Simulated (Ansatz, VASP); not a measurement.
# One calculation of Sb, two programs

File INCAR:

```
SYSTEM = Sb
PREC = Accurate
ENCUT = 520
EDIFF = 1E-7
ISMEAR = 0
SIGMA = 0.1
LREAL = .FALSE.
LASPH = .TRUE.
NELM = 60
ALGO = Normal
ISIF = 2
LWAVE = .FALSE.
LCHARG = .FALSE.
GGA = PE
NBANDS = 18
```

KPOINTS

```
Automatic mesh
0
G
  4 4 4
  0 0 0
```

POSCAR

```
Sb
1.0
    5.5957511800      0.0000000000      0.0000000000
    0.0000000000      5.5957511800      0.0000000000
    0.0000000000      0.0000000000      4.2635509200
Sb
4
Direct
    0.1518950200      0.3418392300      0.5000000000
    0.8481049800      0.6581607700      0.5000000000
    0.6581607700      0.1518950200      0.5000000000
    0.3418392300      0.8481049800      0.5000000000
```

Input for Ansatz:

```yaml
crystal:
  lattice:
    - [5.59575118, 0.0, 0.0]
    - [0.0, 5.59575118, 0.0]
    - [0.0, 0.0, 4.26355092]
  atoms:
    - { symbol: Sb, position: [0.15189502, 0.34183923, 0.5] }
    - { symbol: Sb, position: [0.84810498, 0.65816077, 0.5] }
    - { symbol: Sb, position: [0.65816077, 0.15189502, 0.5] }
    - { symbol: Sb, position: [0.34183923, 0.84810498, 0.5] }
basis:
  ecutwfc: 420
kpoints:
  mp_grid: { grid: [4, 4, 4] }
hamiltonian:
  xc: pbe
scf:
  occupations: { method: gaussian, width: 0.1 }
  lower_state_search: "off"
output:
  forces: true
  stress: true
  eigenvalues: true
```

Alike in both runs: task single point; functional PBE; k mesh 4 × 4 × 4; occupations gaussian, width 0.1 eV; no spin polarisation.

|  | VASP | Ansatz |
| --- | --- | --- |
| version | VASP 6.6.1 | Ansatz 0.2.0 |
| potentials or method | VASP PAW PBE potentials, release 64 (Sb), cutoff 520 eV | scalar-relativistic, plane waves, PAW |
| valence electrons in the cell | 20 | 60 |

Ansatz gave:

```
gap on the k mesh at the Fermi level (eV)                     : none
pressure (GPa)                                                : 14.6
traceless stress, the component that is largest in VASP (GPa) : -15.48
rms of the force components (eV/Å)                            : 2.399
```

Task: Which values does VASP return?

Result: gap on the k mesh at the Fermi level (eV): none; pressure (GPa): 14.8; traceless stress, the component that is largest in VASP (GPa): -15.77; rms of the force components (eV/Å): 2.463.

Atom by atom the forces differ by 0.064 eV/Å (rms over components). A gap of «none» marks a metal or a gap that the smearing closes. VASP's potentials hold 20 valence electrons a cell and Ansatz's 60, so a difference there can come from the potentials and not from the codes.

The k mesh is coarse, so the values compare programs but aren't converged. Neither program's run includes spin-orbit coupling.
